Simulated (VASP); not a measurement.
Write the native input for VASP 6.6.1 that does the following.

```yaml
Task: single point
Functional: revPBE
Dispersion: D3(BJ)
Potentials_or_basis: VASP PAW PBE potentials, release 64 (Cu, O)
Cutoff: 520 eV
k_mesh: 10 × 10 × 5
Occupations: fermi-dirac, width 0.05 eV
Spin: no spin polarisation
Dipole_correction: no
Further_INCAR_settings: ALGO = Normal; EDIFF = 1e-06; NBANDS = 25
```

The structure of CuO lies in POSCAR:

```
CuO
1.0
    2.3877802882     -1.7448634230      0.0000000000
    2.3877802882      1.7448634230      0.0000000000
   -0.8666988638      0.0000000000      5.1570684890
Cu O
2 2
Direct
    0.5000000000      0.0000000000      0.5000000000
    0.0000000000      0.5000000000      0.0000000000
    0.4184000000      0.5816000000      0.7500000000
    0.5816000000      0.4184000000      0.2500000000
```

These files were run (other wordings do the same):

INCAR

```
SYSTEM = CuO
  PREC = Accurate
  ENCUT = 520
  EDIFF = 1E-6
  ISMEAR = -1
  SIGMA = 0.05
  LREAL = .FALSE.
  LASPH = .TRUE.
  NELM = 100
  ALGO = Normal
  ISIF = 2
  LWAVE = .FALSE.
  LCHARG = .TRUE.
  GGA = RE
  IVDW = 12
  LELF = .TRUE.
  LVHAR = .TRUE.
  NBANDS = 25
```

KPOINTS

```
Automatic mesh
0
G
  10 10 5
  0 0 0
```

Potentials or basis: VASP PAW PBE potentials, release 64 (Cu, O).

The run is started by

```bash
$ cat potpaw_PBE.64/Cu/POTCAR potpaw_PBE.64/O/POTCAR > POTCAR
$ mpirun -np 1 vasp_std > vasp.out
```

Results of the run:

The pressure is -7.3 GPa and the largest force is 0.342 eV/Å. The band gap on the k mesh is zero (bands 17 and 18 overlap by 0.60 eV) and the dispersion energy per atom is -0.524 eV.

Caveat: the cell stands under tension; the PAW data sets were made with another functional, which shifts forces and pressure a little; semilocal functionals often make such compounds metallic where correlation or magnetic order opens a gap, which also shifts bond lengths.

Run time: 2.3 min on 1 thread of Intel Xeon 8259CL, on a shared host, peak memory 0.26 GiB.
